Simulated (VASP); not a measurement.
# Ca3GeN (Pm-3m) in VASP: a series of runs, part 2 of 2

VASP 6.6.1.

### 5 Single point, LDA

This run uses another cell than the first one, of 21.00 Å³/atom.

INCAR reads:

```
SYSTEM = Ca3GeN
PREC = Accurate
ENCUT = 520
EDIFF = 1E-6
ISMEAR = -1
SIGMA = 0.1
LREAL = .False.
LASPH = .True.
NELM = 60
ALGO = Normal
ISIF = 2
LWAVE = .False.
LCHARG = .False.
NBANDS = 32
```

KPOINTS reads:

```
Automatic mesh
0
Gamma
  5 5 5
  0 0 0
```

POSCAR reads:

```
Ca3GeN
1.0
    4.7173207989      0.0000000000      0.0000000000
    0.0000000000      4.7173207989      0.0000000000
    0.0000000000      0.0000000000      4.7173207989
Ca Ge N
3 1 1
Direct
    0.0000000000      0.5000000000      0.5000000000
    0.5000000000      0.0000000000      0.5000000000
    0.5000000000      0.5000000000      0.0000000000
    0.0000000000      0.0000000000      0.0000000000
    0.5000000000      0.5000000000      0.5000000000
```

Potentials or basis: VASP PAW LDA potentials, release 64 (Ca_sv, Ge_d, N).

The run is started by

```console
> cat potpaw_LDA.64/Ca_sv/POTCAR potpaw_LDA.64/Ge_d/POTCAR potpaw_LDA.64/N/POTCAR > POTCAR
> mpirun -np 1 vasp_std > vasp.out
```

OUTCAR:

```text
SYSTEM = Ca3GeN
   PREC = Accurate
   ENCUT = 520
   EDIFF = 1E-6
   ISMEAR = -1
   LREAL = .False.
   LASPH = .True.
   NELM = 60
   ISIF = 2

 ion  position               nearest neighbor table
   1  0.000  0.500  0.500-   5 2.36   5 2.36
   2  0.500  0.000  0.500-   5 2.36   5 2.36
   3  0.500  0.500  0.000-   5 2.36   5 2.36
   4  0.000  0.000  0.000-
   5  0.500  0.500  0.500-   1 2.36   2 2.36   3 2.36   3 2.36   2 2.36   1 2.36

  LATTYP: Found a simple cubic cell.
 ALAT       =     4.7173207989

  Lattice vectors:

 A1 = (   4.7173207989,   0.0000000000,   0.0000000000)
 A2 = (   0.0000000000,   4.7173207989,   0.0000000000)
 A3 = (   0.0000000000,   0.0000000000,   4.7173207989)

Analysis of symmetry for initial positions (statically):
=====================================================================
 Subroutine PRICEL returns:
 Original cell was already a primitive cell.

 Routine SETGRP: Setting up the symmetry group for a
 simple cubic supercell.

 Subroutine GETGRP returns: Found 48 space group operations
 (whereof 48 operations were pure point group operations)
 out of a pool of 48 trial point group operations.

The static configuration has the point symmetry O_h .

Analysis of symmetry for dynamics (positions and initial velocities):
=====================================================================
 Subroutine PRICEL returns:
 Original cell was already a primitive cell.

 Routine SETGRP: Setting up the symmetry group for a
 simple cubic supercell.

 Subroutine GETGRP returns: Found 48 space group operations
 (whereof 48 operations were pure point group operations)
 out of a pool of 48 trial point group operations.

The dynamic configuration has the point symmetry O_h .

 Subroutine INISYM returns: Found 48 space group operations
 (whereof 48 operations are pure point group operations),
 and found     1 'primitive' translations

----------------------------------------------------------------------------------------

                                     Primitive cell

  volume of cell :     104.9751

  direct lattice vectors                    reciprocal lattice vectors
     4.717320799  0.000000000  0.000000000     0.211984735  0.000000000  0.000000000
     0.000000000  4.717320799  0.000000000     0.000000000  0.211984735  0.000000000
     0.000000000  0.000000000  4.717320799     0.000000000  0.000000000  0.211984735

  length of vectors
     4.717320799  4.717320799  4.717320799     0.211984735  0.211984735  0.211984735

  position of ions in fractional coordinates (direct lattice)
     0.000000000  0.500000000  0.500000000
     0.500000000  0.000000000  0.500000000
     0.500000000  0.500000000  0.000000000
     0.000000000  0.000000000  0.000000000
     0.500000000  0.500000000  0.500000000

  ion indices of the primitive-cell ions
   primitive index   ion index
                 1           1
                 2           2
                 3           3
                 4           4
                 5           5

----------------------------------------------------------------------------------------

 KPOINTS: Automatic mesh

Automatic generation of k-mesh.
 Grid dimensions read from file:
 generate k-points for:    5    5    5

 Generating k-lattice:

  Cartesian coordinates                     Fractional coordinates (reciprocal lattice)
     0.042396947  0.000000000  0.000000000     0.200000000  0.000000000  0.000000000
     0.000000000  0.042396947  0.000000000     0.000000000  0.200000000  0.000000000
     0.000000000  0.000000000  0.042396947     0.000000000  0.000000000  0.200000000

  Length of vectors
     0.042396947  0.042396947  0.042396947

  Shift w.r.t. Gamma in fractional coordinates (k-lattice)
     0.000000000  0.000000000  0.000000000

 Subroutine IBZKPT returns following result:
 ===========================================

 Found     10 irreducible k-points:

 Following reciprocal coordinates:
            Coordinates               Weight
  0.000000  0.000000  0.000000      1.000000
  0.200000  0.000000  0.000000      6.000000
  0.400000  0.000000  0.000000      6.000000
  0.200000  0.200000  0.000000     12.000000
  0.400000  0.200000  0.000000     24.000000
  0.400000  0.400000  0.000000     12.000000
  0.200000  0.200000  0.200000      8.000000
  0.400000  0.200000  0.200000     24.000000
  0.400000  0.400000  0.200000     24.000000
  0.400000  0.400000  0.400000      8.000000
   k-points           NKPTS =     10   k-points in BZ     NKDIM =     10   number of bands    NBANDS=     32
   number of dos      NEDOS =    301   number of ions     NIONS =      5
   total plane-waves  NPLWV =  46656
   dimension x,y,z NGX =    36 NGY =   36 NGZ =   36
   dimension x,y,z NGXF=    72 NGYF=   72 NGZF=   72
   ions per type =               3   1   1
   NGX,Y,Z   is equivalent  to a cutoff of  12.69, 12.69, 12.69 a.u.
   NGXF,Y,Z  is equivalent  to a cutoff of  25.37, 25.37, 25.37 a.u.
 SYSTEM =  Ca3GeN
   PREC   = accura    normal or accurate (medium, high low for compatibility)
   ISTART =      0    job   : 0-new  1-cont  2-samecut
   ICHARG =      2    charge: 1-file 2-atom 10-const
   ISPIN  =      1    spin polarized calculation?
   LNONCOLLINEAR =      F non collinear calculations
   LSORBIT =      F    spin-orbit coupling
   LASPH  =      T    aspherical Exc in radial PAW
   ENCUT  =  520.0 eV  38.22 Ry    6.18 a.u.   8.77  8.77  8.77*2*pi/ulx,y,z
   NELM   =     60;   NELMIN=  2; NELMDL= -5     # of ELM steps
   EDIFF  = 0.1E-05   stopping-criterion for ELM
   LREAL  =      F    real-space projection
   EDIFFG = 0.1E-04   stopping-criterion for IOM
   NSW    =      0    number of steps for IOM
   IBRION =     -1    ionic relax: 0-MD 1-quasi-New 2-CG
   NFREE  =      0    steps in history (QN), initial steepest desc. (CG)
   ISIF   =      2    stress and relaxation
   ISYM   =      2    0-nonsym 1-usesym 2-fastsym
   POTIM  = 0.5000    time-step for ionic-motion
   TEBEG  =    0.0;   TEEND  =   0.0 temperature during run
   PSTRESS=    0.0 pullay stress
   NELECT =      49.0000    total number of electrons
   NUPDOWN=      -1.0000    fix difference up-down
   EMIN   =  10.00;   EMAX   =-10.00  energy-range for DOS
   EFERMI =   0.00;   METHOD = LEGACY
   ISMEAR =    -1;   SIGMA  =   0.10  broadening in eV -4-tet -1-fermi 0-gaus
   EFERMI_NEDOS =   21; number of points for ismear=-14 and -15
   IALGO  =     38    algorithm
   IMIX   =      4    mixing-type and parameters
     AMIX     =   0.40;   BMIX     =  1.00
     AMIX_MAG =   1.60;   BMIX_MAG =  1.00
  volume/ion in A,a.u.               =      21.00       141.68
  Fermi-wavevector in a.u.,A,eV,Ry     =   1.269925  2.399810 21.942249  1.612710
  Thomas-Fermi vector in A             =   2.402940
   LORBIT       =      0    0 simple, 1 ext, 2 COOP (PROOUT), +10 PAW based schemes
   GGA     = CA    functional components
   LHFCALC =     F    Hartree Fock is set to
   AEXX    =    0.0000 exact exchange contribution
   IVDW    =     0    specifies the selected vdW correction
   LEPSILON=     F    determine dielectric tensor
   LRPA    =     F    only Hartree local field effects (RPA)
 non-spin polarized calculation
  energy-cutoff  :      520.00
  volume of cell :      104.98
 maximum number of plane-waves:      2854
 NGX is ok and might be reduce to    36
   NGX = 17   NGY = 17   NGZ = 17

 number of electron      49.0000028 magnetization

 Free energy of the ion-electron system (eV)
  ---------------------------------------------------
  ext. energy  EPLUGINS =         0.00000000
  ---------------------------------------------------
  free energy    TOTEN  =       -25.32821173 eV

  energy without entropy =      -25.22047516  energy(sigma->0) =      -25.27434344

 E-fermi :   3.1304     XC(G=0): -10.1081

 val. band max:        3.1238467702   @ k =   0.4000   0.2000   0.0000
 cond. band min:       3.1307053495   @ k =   0.2000   0.2000   0.0000
 fundamental gap:      0.0068585793
 Fermi energy:         3.1303869749

 k-point     1 :       0.0000    0.0000    0.0000
  band No.  band energies     occupation
      1     -36.0124      2.00000
      2     -35.8907      2.00000
      3     -35.8907      2.00000
      4     -20.1248      2.00000
      5     -20.1248      2.00000
      6     -20.1248      2.00000
[... 339 lines left out ...]
     31       7.4312      0.00000
     32       7.6002      0.00000

------------------------ aborting loop because EDIFF is reached ----------------------------------------

  FORCE on cell =-STRESS in cart. coord.  units (eV):
  Direction    XX          YY          ZZ          XY          YZ          ZX
  --------------------------------------------------------------------------------------
  -------------------------------------------------------------------------------------
  Total       -0.3928985     -0.3928985     -0.3928985     -0.0000000     -0.0000000      0.0000000
  in kB       -5.9965943     -5.9965943     -5.9965943     -0.0000000     -0.0000000      0.0000000
  external PRESSURE =      -5.9965943 kB  Pullay stress =       0.0000000 kB

 VOLUME and BASIS-vectors are now :
 -----------------------------------------------------------------------------
  energy-cutoff  :      520.00
  volume of cell :      104.98
      direct lattice vectors                 reciprocal lattice vectors
     4.717320799  0.000000000  0.000000000     0.211984735  0.000000000  0.000000000
     0.000000000  4.717320799  0.000000000     0.000000000  0.211984735  0.000000000
     0.000000000  0.000000000  4.717320799     0.000000000  0.000000000  0.211984735

 POSITION                                       TOTAL-FORCE (eV/Angst)
 -----------------------------------------------------------------------------------
      0.00000      2.35866      2.35866         0.000000      0.000000      0.000000
      2.35866      0.00000      2.35866         0.000000      0.000000      0.000000
      2.35866      2.35866      0.00000         0.000000      0.000000      0.000000
      0.00000      0.00000      0.00000         0.000000      0.000000      0.000000
      2.35866      2.35866      2.35866         0.000000      0.000000      0.000000
 -----------------------------------------------------------------------------------
    total drift:                                0.000000      0.000000      0.000000

  FREE ENERGIE OF THE ION-ELECTRON SYSTEM (eV)
  ---------------------------------------------------
  free  energy   TOTEN  =       -25.3282117302 eV

  energy  without entropy=      -25.2204751582  energy(sigma->0) =      -25.27434344
```

It took 46 s on 1 thread of Intel Xeon 8259CL, shared host; peak memory 0.19 GiB.

Results:

| Property | Result |
| --- | --- |
| Free energy | -25.3282 eV |
| Pressure | -0.6 GPa |
| Band gap on the k mesh | zero (an odd number of electrons rules out a gap without spin polarisation) |

Levels at points of the mesh, in eV from the Fermi level:
```tsv
k point	band 23	band 24	band 25	band 26	band 27	band 28
(0.00, 0.00, 0.00)	1.12	1.12	1.16	1.16	1.16	2.08
```

### 6 Summary

| cell | gap on the mesh (eV) | pressure (GPa) |
| --- | --- | --- |
| a = 4.593 Å, 5 atoms | none | 5.4 |
| a = 4.635 Å, 5 atoms | none | 3.1 |
| a = 4.677 Å, 5 atoms | none | 1.1 |
| a = 4.717 Å, 5 atoms | none | -0.6 |

Alike in all rows: task single point; level LDA; potentials or basis VASP PAW LDA potentials, release 64 (Ca_sv, Ge_d, N); no spin polarisation; k mesh 5 × 5 × 5; cutoff (eV) 520; smearing fermi-dirac 0.1 eV.

Caveats: the cell stands under pressure (at least some runs).

Total energies depend on the potentials used, so only differences within one code and one set of settings carry meaning.
